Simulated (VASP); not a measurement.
Input of a VASP 6.6.1 run:

INCAR

```
ALGO = Normal
EDIFF = 1E-7
ENCUT = 520
GGA = PE
ISIF = 2
ISMEAR = 0
LASPH = True
LCHARG = False
LREAL = False
LWAVE = False
NBANDS = 25
NELM = 80
PREC = Accurate
SIGMA = 0.1
```

Contents of KPOINTS:

```
k-points
0
Gamma
  6 6 4
```

POSCAR

```
AlRu
1.0
    2.5613531101     -1.8717012521      0.0000000000
    2.5613531101      1.8717012521      0.0000000000
   -0.9297038598      0.0000000000      5.5319474154
Al Ru
2 2
Direct
    0.0000000000      0.5000000000      0.0000000000
    0.5000000000      0.0000000000      0.5000000000
    0.5816000000      0.4184000000      0.2500000000
    0.4184000000      0.5816000000      0.7500000000
```

Potentials or basis: VASP PAW PBE potentials, release 64 (Al, Ru_pv).

Launch:

```bash
$ cat potpaw_PBE.64/Al/POTCAR potpaw_PBE.64/Ru_pv/POTCAR > POTCAR
$ mpirun -np 1 vasp_std > vasp.out
```

Task: Estimate the largest force.

Result: 2.734 eV/Å.

Task: Estimate the pressure.

Result: 66.7 GPa.

Forces on the atoms (eV/Å):
```
Al   0.000  0.000  0.000
Al   0.000  0.000  0.000
Ru   0.000 -2.734  0.000
Ru   0.000  2.734  0.000
```

Caveat: forces of over 1 eV/Å act on the atoms, so gaps and moduli don't describe the material at rest.
